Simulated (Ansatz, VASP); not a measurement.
One calculation of Zn2C, two programs

File POSCAR:

```
Zn2C
1.0
    0.0000000000      2.5779490376      2.5779490376
    2.5779490376      0.0000000000      2.5779490376
    2.5779490376      2.5779490376      0.0000000000
C Zn
1 2
Direct
    0.0000000000      0.0000000000      0.0000000000
    0.2500000000      0.2500000000      0.2500000000
    0.7500000000      0.7500000000      0.7500000000
```

The input INCAR.step1:

```
SYSTEM = Zn2C
  ALGO = Normal
  EDIFF = 1E-5
  ENCUT = 520
  GGA = PE
  ISIF = 2
  ISMEAR = -1
  LASPH = .True.
  LREAL = .False.
  LWAVE = .True.
  NBANDS = 21
  NELM = 80
  PREC = Accurate
  SIGMA = 0.02
```

INCAR.step2

```
SYSTEM = Zn2C
  AEXX = 0.15
  ALGO = Normal
  EDIFF = 1E-7
  ENCUT = 520
  GGA = PE
  HFSCREEN = 0.2078
  ISIF = 2
  ISMEAR = -1
  ISTART = 1
  LASPH = .True.
  LCHARG = .True.
  LELF = .True.
  LHFCALC = .True.
  LREAL = .False.
  LVHAR = .True.
  LWAVE = .False.
  NBANDS = 21
  NELM = 80
  PREC = Accurate
  PRECFOCK = Normal
  SIGMA = 0.02
```

File KPOINTS:

```
k-points
0
Gamma
  4 4 4
  0 0 0
```

Input for Ansatz:

```yaml
crystal:
  lattice:
    - [0.0, 2.5779490376, 2.5779490376]
    - [2.5779490376, 0.0, 2.5779490376]
    - [2.5779490376, 2.5779490376, 0.0]
  atoms:
    - { symbol: C, position: [0.0, 0.0, 0.0] }
    - { symbol: Zn, position: [0.25, 0.25, 0.25] }
    - { symbol: Zn, position: [0.75, 0.75, 0.75] }
kpoints:
  mp_grid: { grid: [4, 4, 4] }
hamiltonian:
  xc:
    exchange: pbe
    correlation: pbe
    exx: { coeff: 0.15, omega: 0.2078 }
scf:
  occupations: { method: fermi_dirac, width: 0.02 }
  n_extra_bands: 4
output:
  forces: true
  stress: true
  eigenvalues: true
```

Alike in both runs: task single point; functional PBE-based screened hybrid; k mesh 4 × 4 × 4; occupations fermi-dirac, width 0.02 eV; no spin polarisation.

|  | VASP | Ansatz |
| --- | --- | --- |
| version | VASP 6.6.1 | Ansatz 0.2.0 |
| potentials or method | VASP PAW PBE potentials, release 64 (C, Zn) | plane waves |
| plane-wave cutoff (eV) | 520 | 420 |
| valence electrons in the cell | 28 | 28 |

```csv
,VASP,Ansatz,Ansatz less VASP
pressure (GPa),2.5,1.9,-0.61
```

VASP's potentials were made for PBE, not for PBE-based screened hybrid. Ansatz's warnings: stress exchange threshold loose, stress scf threshold loose.

The k mesh is coarse, so the values compare programs but aren't converged.
